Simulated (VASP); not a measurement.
Wanted: the native input for a VASP 6.6.1 run.

| Property | Result |
| --- | --- |
| Task | single point |
| Functional | PBE |
| Potentials or basis | VASP PAW PBE potentials, release 64 (Hf_pv, O) |
| Cutoff | 520 eV |
| k mesh | 7 × 7 × 3 |
| Occupations | gaussian, width 0.05 eV |
| Spin | no spin polarisation |
| Dipole correction | no |
| Further INCAR settings | ALGO = Normal; EDIFF = 1e-06; NBANDS = 43 |

The structure of HfO2 lies in POSCAR:

```
HfO2
1.0
    2.5488057606     -2.5488057606      0.0000000000
    2.5488057606      0.0000000000     -2.5488057606
    8.5617131363      8.5617131363      8.5617131363
Hf O
3 6
Direct
    0.0000000000      0.0000000000      0.4961734286
    0.3333333333      0.3333333333      0.2977080264
    0.6666666667      0.6666666667      0.0992426243
    0.6666666667      0.6666666667      0.2480916759
    1.0000000000      0.0000000000      0.0496262738
    0.3333333333      0.3333333333      0.4465570780
    0.6666666667      0.6666666667      0.5457897791
    1.0000000000      1.0000000000      0.3473243770
    0.3333333333      0.3333333333      0.1488589749
```

This cell differs from its parent crystal: the distance across one plane changed.

These files were run (other wordings do the same):

INCAR

```
SYSTEM = HfO2
PREC = Accurate
ENCUT = 520
EDIFF = 1E-6
ISMEAR = 0
SIGMA = 0.05
LREAL = .FALSE.
LASPH = .TRUE.
NELM = 60
ALGO = Normal
ISIF = 2
LWAVE = .FALSE.
LCHARG = .TRUE.
GGA = PE
LELF = .TRUE.
LVHAR = .TRUE.
NBANDS = 43
```

KPOINTS

```
regular mesh
0
G
  7 7 3
  0 0 0
```

Potentials or basis: VASP PAW PBE potentials, release 64 (Hf_pv, O).

The run is started by

```console
$ cat potpaw_PBE.64/Hf_pv/POTCAR potpaw_PBE.64/O/POTCAR > POTCAR
$ mpirun -np 1 vasp_std > vasp.out
```

It gave:

```json
{
 "Pressure": "-7.4 GPa",
 "Largest force": "1.052 eV/Å",
 "Band gap on the k mesh": "4.17 eV (least direct gap 4.22 eV)"
}
```

Caveat: the cell differs from its parent crystal (the distance across one plane changed); the cell stands under tension; spin-orbit coupling is left out, which moves the levels of the heavy elements; an odd mesh through Γ misses points on the zone boundary, where band edges can lie; forces of over 1 eV/Å act on the atoms, so gaps and moduli don't describe the material at rest.

It took 6.8 min on 1 thread of Intel Xeon 8259CL, on a shared host, peak memory 0.34 GiB.
